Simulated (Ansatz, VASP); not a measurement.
Mo in VASP and in Ansatz

The input INCAR:

```
  PREC = Accurate
  ENCUT = 520
  EDIFF = 1E-7
  ISMEAR = 1
  SIGMA = 0.03
  LREAL = F
  LASPH = T
  NELM = 60
  ALGO = Normal
  ISIF = 2
  LWAVE = F
  LCHARG = T
  LELF = T
  LVHAR = T
  NBANDS = 13
```

File KPOINTS:

```
Automatic mesh
0
Gamma
  14 14 14
```

The input POSCAR:

```
Mo
1.0
   -1.5565618036      1.5565618036      1.5565618036
    1.5565618036     -1.5565618036      1.5565618036
    1.5565618036      1.5565618036     -1.5565618036
Mo
1
Direct
    0.0000000000      0.0000000000      0.0000000000
```

Input for Ansatz:

```yaml
crystal:
  lattice:
    - [-1.5565618036, 1.5565618036, 1.5565618036]
    - [1.5565618036, -1.5565618036, 1.5565618036]
    - [1.5565618036, 1.5565618036, -1.5565618036]
  atoms:
    - { symbol: Mo, position: [0.0, 0.0, 0.0] }
hamiltonian:
  xc: lda
  pseudopotentials:
    kind: paw
    azcp:
      Mo: "pseudopotentials/Mo.paw.azcp"
basis:
  ecutwfc: 420
  fft_grid_basis: typed
kpoints:
  mp_grid: { grid: [14, 14, 14], shift: [0, 0, 0] }
magnetization:
  spin_polarized: false
scf:
  occupations: { method: cold, width: 0.03 }
  lower_state_search: "off"
output:
  stress: true
  write_density: true
  write_potential: true
  elf: true
  volumetric_format: npy
```

Alike in both runs: task single point; functional LDA; k mesh 14 × 14 × 14; no spin polarisation.

|  | VASP | Ansatz |
| --- | --- | --- |
| version | VASP 6.6.1 | Ansatz 0.2.0 |
| potentials or method | VASP PAW LDA potentials, release 64 (Mo_sv), cutoff 520 eV | plane waves (420 eV) with PAW, scalar-relativistic |
| occupations | methfessel-paxton of order 1, width 0.03 eV | cold, width 0.03 eV |
| valence electrons in the cell | 14 | 14 |

|  | VASP | Ansatz | Ansatz less VASP |
| --- | --- | --- | --- |
| pressure (GPa) | 1.4 | 0.1 | -1.24 |

Ansatz warns that its potentials were made for another functional, while VASP's fit it. LDA's correlation is that of Perdew and Zunger in VASP and of Perdew and Wang (1992) in Ansatz.
